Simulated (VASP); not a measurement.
Here is a VASP 6.6.1 calculation.

INCAR

```
SYSTEM = ZnO
  ALGO = Normal
  EDIFF = 1E-6
  EDIFFG = -0.01
  ENCUT = 600
  GGA = PE
  IBRION = 2
  ISIF = 3
  ISMEAR = 0
  LASPH = .TRUE.
  LCHARG = .FALSE.
  LREAL = .FALSE.
  LWAVE = .FALSE.
  NELM = 60
  NSW = 80
  PREC = Accurate
  SIGMA = 0.02
```

The input KPOINTS:

```
k-points
0
G
  1 1 1
  0 0 0
```

The input POSCAR:

```
ZnO
1.0
    5.5175700700      0.0000000000      0.0000000000
    0.0000000000      5.5175700700      0.0000000000
    0.0000000000      0.0000000000      3.2587787700
Zn O
4 4
Direct
    0.1819728400      0.1819728400      0.5000000000
    0.8180271600      0.8180271600      0.5000000000
    0.6819728400      0.3180271600      0.0000000000
    0.3180271600      0.6819728400      0.0000000000
    0.8172472300      0.1827527700      0.5000000000
    0.1827527700      0.8172472300      0.5000000000
    0.6827527700      0.6827527700      0.0000000000
    0.3172472300      0.3172472300      0.0000000000
```

Potentials or basis: VASP PAW PBE potentials, release 64 (Zn, O).

The run is started by

```sh
$ cat potpaw_PBE.64/Zn/POTCAR potpaw_PBE.64/O/POTCAR > POTCAR
$ mpirun -np 1 vasp_gam > vasp.out
```

Task: What does it give for the relaxed cell?

Result: a = 6.830 Å, b = 6.830 Å, c = 2.318 Å, α = 90.00°, β = 90.00°, γ = 90.00°.

Task: Estimate the space group after relaxing (to 0.1 Å).

Result: P4_2/mnm (No. 136).

Task: Predict the relaxed volume.

Result: 13.52 Å³/atom.

Step by step:
```csv
step,energy change (eV),largest force (eV/Å),pressure (GPa),volume (Å³)
1,0.0000,1.7354,13.91,99.21
2,-0.9102,0.2242,-2.14,115.40
3,-0.9247,0.3748,-0.83,112.93
4,-0.9919,0.1429,0.52,112.24
5,-1.0471,0.3522,2.92,111.04
6,-1.0694,0.3667,2.88,111.12
7,-1.1359,0.4113,2.72,111.34
8,-1.2599,0.5418,2.20,111.70
9,-1.4212,0.9452,1.38,112.06
10,-1.6067,0.5521,-0.31,112.92
11,-2.0502,0.3950,-3.09,114.92
12,-2.9126,1.3478,-6.29,116.09
13,-2.8418,1.1746,-6.08,116.17
14,-2.8955,1.2693,-6.29,116.16
15,-3.0001,1.2837,-6.26,115.70
16,-3.0252,1.2891,-6.07,115.40
17,-3.1614,1.1972,-5.18,113.98
18,-3.4660,0.8474,-1.85,109.79
19,-3.4381,0.5159,8.28,101.72
20,-3.5743,0.4525,1.78,106.25
21,-3.5766,0.3678,2.58,105.63
22,-3.5998,0.2471,1.69,106.45
23,-3.6171,0.1343,0.10,108.17
24,-3.6171,0.1237,0.16,108.07
25,-3.6199,0.0929,-0.05,108.24
26,-3.6218,0.0746,-0.37,108.46
27,-3.6220,0.0834,-0.40,108.54
28,-3.6237,0.0673,-0.10,108.29
29,-3.6248,0.0456,0.25,107.95
30,-3.6250,0.0394,0.39,107.81
31,-3.6264,0.0364,0.27,107.91
32,-3.6274,0.0406,-0.06,108.22
33,-3.6276,0.0295,0.01,108.13
34,-3.6278,0.0075,-0.03,108.16
```

Caveat: the k points lie up to 2.71 Å⁻¹ apart in the final cell; a cell axis changed by over 15 % at a fixed basis, so the end point is rough.
